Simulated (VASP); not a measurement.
# Si2W (P6_222) in VASP: notebook, part 2 of 2

VASP 6.6.1. The steps go on from the part before.

## (3) Single point, PBE

This run uses another cell than the first one, of 13.37 Å³/atom, 0.942 times its volume.

The input, INCAR:

```
SYSTEM = Si2W
PREC = Accurate
ENCUT = 520
EDIFF = 1E-7
ISMEAR = -1
SIGMA = 0.05
LREAL = .FALSE.
LASPH = .TRUE.
NELM = 100
ALGO = Normal
ISIF = 2
LWAVE = .FALSE.
LCHARG = .FALSE.
GGA = PE
NBANDS = 43
```

The input, KPOINTS:

```
regular mesh
0
G
  5 5 3
  0 0 0
```

The input, POSCAR:

```
Si2W
1.0
    4.5706838583      0.0000000000      0.0000000000
   -2.2853419292      3.9583283339      0.0000000000
    0.0000000000      0.0000000000      6.6532220000
W Si
3 6
Direct
    0.5000000000      0.0000000000      0.5000000000
    0.5000000000      0.5000000000      0.8333333333
    0.0000000000      0.5000000000      0.1666666667
    0.3274974880      0.1637487440      0.1666666667
    0.8362512560      0.1637487440      0.8333333333
    0.1637487440      0.3274974880      0.5000000000
    0.6725025120      0.8362512560      0.1666666667
    0.1637487440      0.8362512560      0.8333333333
    0.8362512560      0.6725025120      0.5000000000
```

Potentials or basis: VASP PAW PBE potentials, release 64 (W_sv, Si).

Run with:

```console
$ cat potpaw_PBE.64/W_sv/POTCAR potpaw_PBE.64/Si/POTCAR > POTCAR
$ mpirun -np 1 vasp_std > vasp.out
```

OUTCAR:

```text
SYSTEM = Si2W
   PREC = Accurate
   ENCUT = 520
   EDIFF = 1E-7
   ISMEAR = -1
   LREAL = .FALSE.
   LASPH = .TRUE.
   NELM = 100
   ISIF = 2
   GGA = PE

 ion  position               nearest neighbor table
   1  0.500  0.000  0.500-   5 2.59   8 2.59   7 2.59   4 2.59   6 2.63   9 2.63   9 2.63   6 2.63
                             6 2.66   9 2.66   3 3.18   3 3.18   2 3.18   2 3.18
   2  0.500  0.500  0.833-   6 2.59   9 2.59   7 2.59   4 2.59   5 2.63   8 2.63   8 2.63   5 2.63
                             8 2.66   5 2.66   1 3.18   1 3.18   3 3.18   3 3.18
   3  0.000  0.500  0.167-   6 2.59   9 2.59   8 2.59   5 2.59   4 2.63   7 2.63   7 2.63   4 2.63
                             7 2.66   4 2.66   1 3.18   1 3.18   2 3.18   2 3.18
   4  0.327  0.164  0.167-   6 2.57   8 2.57   1 2.59   2 2.59   7 2.59   3 2.63   3 2.63   3 2.66
                             7 2.66   7 2.66
   5  0.836  0.164  0.833-   6 2.57   7 2.57   1 2.59   3 2.59   8 2.59   2 2.63   2 2.63   2 2.66
                             8 2.66   8 2.66
   6  0.164  0.327  0.500-   5 2.57   4 2.57   2 2.59   3 2.59   9 2.59   1 2.63   1 2.63   1 2.66
                             9 2.66   9 2.66
   7  0.673  0.836  0.167-   9 2.57   5 2.57   1 2.59   2 2.59   4 2.59   3 2.63   3 2.63   3 2.66
                             4 2.66   4 2.66
   8  0.164  0.836  0.833-   9 2.57   4 2.57   1 2.59   3 2.59   5 2.59   2 2.63   2 2.63   2 2.66
                             5 2.66   5 2.66
   9  0.836  0.673  0.500-   8 2.57   7 2.57   2 2.59   3 2.59   6 2.59   1 2.63   1 2.63   1 2.66
                             6 2.66   6 2.66

  LATTYP: Found a hexagonal cell.
 ALAT       =     4.5706838583
 C/A-ratio  =     1.4556294433

  Lattice vectors:

 A1 = (   4.5706838583,   0.0000000000,   0.0000000000)
 A2 = (  -2.2853419292,   3.9583283339,   0.0000000000)
 A3 = (   0.0000000000,   0.0000000000,   6.6532220000)

Analysis of symmetry for initial positions (statically):
=====================================================================
 Subroutine PRICEL returns:
 Original cell was already a primitive cell.

 Routine SETGRP: Setting up the symmetry group for a
 hexagonal supercell.

 Subroutine GETGRP returns: Found 12 space group operations
 (whereof  4 operations were pure point group operations)
[... 148 lines left out ...]
 non-spin polarized calculation
  energy-cutoff  :      520.00
  volume of cell :      120.37
 maximum number of plane-waves:      3271
 NGX is ok and might be reduce to    36
   NGX = 17   NGY = 17   NGZ = 25

 number of electron      66.0000001 magnetization

 Free energy of the ion-electron system (eV)
  ---------------------------------------------------
  ext. energy  EPLUGINS =         0.00000000
  ---------------------------------------------------
  free energy    TOTEN  =       -73.81111364 eV

  energy without entropy =      -73.81047295  energy(sigma->0) =      -73.81079329

 E-fermi :  12.5428     XC(G=0): -12.5644

 val. band max:       12.3382401758   @ k =   0.0000   0.0000   0.3333
 cond. band min:      12.8066818713   @ k =   0.2000   0.2000   0.0000
 fundamental gap:      0.4684416955
 Fermi energy:        12.5428009103

 k-point     1 :       0.0000    0.0000    0.0000
  band No.  band energies     occupation
      1     -61.6569      2.00000
      2     -61.6441      2.00000
      3     -61.6441      2.00000
      4     -26.0430      2.00000
      5     -26.0412      2.00000
      6     -26.0412      2.00000
[... 449 lines left out ...]
     42      15.5215      0.00000
     43      16.1818      0.00000

------------------------ aborting loop because EDIFF is reached ----------------------------------------

  FORCE on cell =-STRESS in cart. coord.  units (eV):
  Direction    XX          YY          ZZ          XY          YZ          ZX
  --------------------------------------------------------------------------------------
  -------------------------------------------------------------------------------------
  Total        3.7364331      3.7364331      1.6412744     -0.0000000      0.0000000     -0.0000000
  in kB       49.7327847     49.7327847     21.8457401     -0.0000000      0.0000000     -0.0000000
  external PRESSURE =      40.4371031 kB  Pullay stress =       0.0000000 kB

 VOLUME and BASIS-vectors are now :
 -----------------------------------------------------------------------------
  energy-cutoff  :      520.00
  volume of cell :      120.37
      direct lattice vectors                 reciprocal lattice vectors
     4.570683858  0.000000000  0.000000000     0.218785641  0.126315949  0.000000000
    -2.285341929  3.958328334  0.000000000     0.000000000  0.252631898  0.000000000
     0.000000000  0.000000000  6.653222000     0.000000000  0.000000000  0.150303116

 POSITION                                       TOTAL-FORCE (eV/Angst)
 -----------------------------------------------------------------------------------
      2.28534      0.00000      3.32661        -0.000000      0.000000     -0.000000
      1.14267      1.97916      5.54435        -0.000000      0.000000     -0.000000
     -1.14267      1.97916      1.10887        -0.000000      0.000000      0.000000
      1.12267      0.64817      1.10887        -0.002651     -0.001530     -0.000000
      3.44802      0.64817      5.54435         0.002651     -0.001530      0.000000
     -0.00000      1.29634      3.32661         0.000000     -0.003061     -0.000000
      1.16268      3.31016      1.10887         0.002651      0.001530     -0.000000
     -1.16268      3.31016      5.54435        -0.002651      0.001530      0.000000
      2.28534      2.66199      3.32661        -0.000000      0.003061     -0.000000
 -----------------------------------------------------------------------------------
    total drift:                               -0.000000     -0.000000      0.000000

  FREE ENERGIE OF THE ION-ELECTRON SYSTEM (eV)
  ---------------------------------------------------
  free  energy   TOTEN  =       -73.8111136353 eV

  energy  without entropy=      -73.8104729473  energy(sigma->0) =      -73.81079329
```

OSZICAR:

```text
N       E                     dE             d eps       ncg     rms          rms(c)
DAV:   1     0.643714158121E+03    0.64371E+03   -0.35048E+04   860   0.158E+03
DAV:   2    -0.369421744370E+02   -0.68066E+03   -0.65570E+03   933   0.452E+02
DAV:   3    -0.752888504548E+02   -0.38347E+02   -0.37214E+02  1062   0.996E+01
DAV:   4    -0.762182797607E+02   -0.92943E+00   -0.92100E+00  1048   0.147E+01
DAV:   5    -0.762363107953E+02   -0.18031E-01   -0.17983E-01  1080   0.216E+00    0.442E+01
DAV:   6    -0.741132582280E+02    0.21231E+01   -0.11072E+01  1050   0.163E+01    0.156E+01
DAV:   7    -0.738753539628E+02    0.23790E+00   -0.10266E+00  1024   0.401E+00    0.747E+00
DAV:   8    -0.738125142617E+02    0.62840E-01   -0.13433E-01  1010   0.206E+00    0.545E-01
DAV:   9    -0.738115414302E+02    0.97283E-03   -0.10665E-02  1128   0.422E-01    0.350E-01
DAV:  10    -0.738112264268E+02    0.31500E-03   -0.23872E-03  1064   0.309E-01    0.103E-01
DAV:  11    -0.738111163181E+02    0.11011E-03   -0.42868E-04  1040   0.124E-01    0.265E-02
DAV:  12    -0.738111149833E+02    0.13348E-05   -0.19900E-05  1088   0.227E-02    0.114E-02
DAV:  13    -0.738111137751E+02    0.12082E-05   -0.15647E-06  1072   0.596E-03    0.161E-03
DAV:  14    -0.738111136472E+02    0.12782E-06   -0.77028E-08   592   0.134E-03    0.888E-04
DAV:  15    -0.738111136353E+02    0.11934E-07   -0.30165E-08   568   0.885E-04
   1 F= -.73811114E+02 E0= -.73810793E+02  d E =-.640688E-03
```

stdout:

```text
POSCAR found type information on POSCAR W Si
 POSCAR found :  2 types and       9 ions
 scaLAPACK will be used
 LDA part: xc-table for (Slater+PW92), standard interpolation
 POSCAR, INCAR and KPOINTS ok, starting setup
 FFT: planning ... GRIDC
 FFT: planning ... GRID_SOFT
 FFT: planning ... GRID
 WAVECAR not read
 entering main loop
```

Wall time 30 s (1 thread of Intel Xeon 6975P-C (Granite Rapids), shared host); peak memory 0.25 GiB.

Results:

```yaml
Free_energy: -73.8111 eV
Pressure: 4.0 GPa
Largest_force: 0.003 eV/Å
Band_gap_on_the_k_mesh: 0.47 eV, indirect (least direct gap 1.01 eV)
```

Forces on the atoms (eV/Å):
```
W    0.000  0.000  0.000
W    0.000  0.000  0.000
W    0.000  0.000  0.000
Si  -0.003 -0.002  0.000
Si   0.003 -0.002  0.000
Si   0.000 -0.003  0.000
Si   0.003  0.002  0.000
Si  -0.003  0.002  0.000
Si   0.000  0.003  0.000
```

Levels at points of the mesh, in eV from the valence-band top:
```
           k point  band 31  band 32  band 33  band 34  band 35  band 36
(0.00, 0.00, 0.00)    -2.68    -2.25    -0.68     2.55     2.55     2.66
```

Caveat: spin-orbit coupling is left out, which moves the levels of the heavy elements. A k mesh can miss the band edges.

## (4) Relaxation of the atoms, PBE

This run uses another cell than the first one, of 13.37 Å³/atom, 0.942 times its volume.

The input, INCAR:

```
PREC = Accurate
ENCUT = 520
EDIFF = 1E-6
ISMEAR = -1
SIGMA = 0.05
LREAL = F
LASPH = T
NELM = 80
ALGO = Normal
ISIF = 2
LWAVE = F
LCHARG = F
GGA = PE
IBRION = 2
NSW = 60
EDIFFG = -0.01
```

The input, KPOINTS:

```
regular mesh
0
Gamma
  5 5 3
```

The input, POSCAR:

```
Si2W
1.0
    4.5706838583      0.0000000000      0.0000000000
   -2.2853419292      3.9583283339      0.0000000000
    0.0000000000      0.0000000000      6.6532220000
W Si
3 6
Direct
    0.5000000000      0.0000000000      0.5000000000
    0.5000000000      0.5000000000      0.8333333333
    0.0000000000      0.5000000000      0.1666666667
    0.3272520000      0.1636260000      0.1666666667
    0.8363740000      0.1636260000      0.8333333333
    0.1636260000      0.3272520000      0.5000000000
    0.6727480000      0.8363740000      0.1666666667
    0.1636260000      0.8363740000      0.8333333333
    0.8363740000      0.6727480000      0.5000000000
```

Run with:

```console
$ cat potpaw_PBE.64/W_sv/POTCAR potpaw_PBE.64/Si/POTCAR > POTCAR
$ mpirun -np 1 vasp_std > vasp.out
```

Run time: 35 s. Hardware: 1 thread of Intel Xeon 6975P-C (Granite Rapids), shared host; peak memory 0.25 GiB.

Results (log left out):

```yaml
Free_energy: -73.8111 eV
Energy_gained_by_relaxing: 0.0 meV/atom
Ionic_steps: 2
Pressure_after_relaxing: 4.0 GPa
Band_gap_on_the_k_mesh: 0.47 eV, indirect (least direct gap 1.01 eV)
```

Stress tensor (GPa, compression positive):
```
4.97 0.00 0.00
0.00 4.97 0.00
0.00 0.00 2.18
```

Final structure:
```cif
data_structure
_symmetry_space_group_name_H-M 'P 1'
_symmetry_Int_Tables_number 1
_cell_length_a 4.5707
_cell_length_b 4.5707
_cell_length_c 6.6532
_cell_angle_alpha 90.000
_cell_angle_beta 90.000
_cell_angle_gamma 120.000
_cell_volume 120.37
loop_
_atom_site_label
_atom_site_type_symbol
_atom_site_fract_x
_atom_site_fract_y
_atom_site_fract_z
_atom_site_occupancy
W1 W 0.50000 0.00000 0.50000 1
W2 W 0.50000 0.50000 0.83333 1
W3 W 0.00000 0.50000 0.16667 1
Si1 Si 0.32743 0.16371 0.16667 1
Si2 Si 0.83629 0.16371 0.83333 1
Si3 Si 0.16371 0.32743 0.50000 1
Si4 Si 0.67257 0.83629 0.16667 1
Si5 Si 0.16371 0.83629 0.83333 1
Si6 Si 0.83629 0.67257 0.50000 1
```

Levels at points of the mesh, in eV from the valence-band top:
| k point | band 29 | band 30 | band 31 | band 32 | band 33 | band 34 | band 35 | band 36 | band 37 | band 38 |
| --- | --- | --- | --- | --- | --- | --- | --- | --- | --- | --- |
| (0.00, 0.00, 0.00) | -3.05 | -3.05 | -2.68 | -2.25 | -0.68 | 2.55 | 2.55 | 2.66 | 2.70 | 3.01 |

Caveat: spin-orbit coupling is left out, which moves the levels of the heavy elements. A k mesh can miss the band edges.

## (5) Summary

| task | cell | gap on the mesh (eV) | pressure (GPa) |
| --- | --- | --- | --- |
| single point | a = 4.709, b = 4.709, c = 6.653 Å, angles 90.0, 90.0, 120.0°, 9 atoms | 0.30 | -8.1 |
| single point | a = 4.571, b = 4.571, c = 6.653 Å, angles 90.0, 90.0, 120.0°, 9 atoms | 0.47 | 4.0 |
| relaxation of the atoms | atoms relaxed from a = 4.571, b = 4.571, c = 6.653 Å, angles 90.0, 90.0, 120.0°, 9 atoms | 0.47 | 4.0 |

Alike in all rows: level PBE; potentials or basis VASP PAW PBE potentials, release 64 (W_sv, Si); no spin polarisation; k mesh 5 × 5 × 3; cutoff (eV) 520; smearing fermi-dirac 0.05 eV.

Caveats: spin-orbit coupling is left out, which moves the levels of the heavy elements.

Total energies depend on the potentials used, so only differences within one code and one set of settings carry meaning.
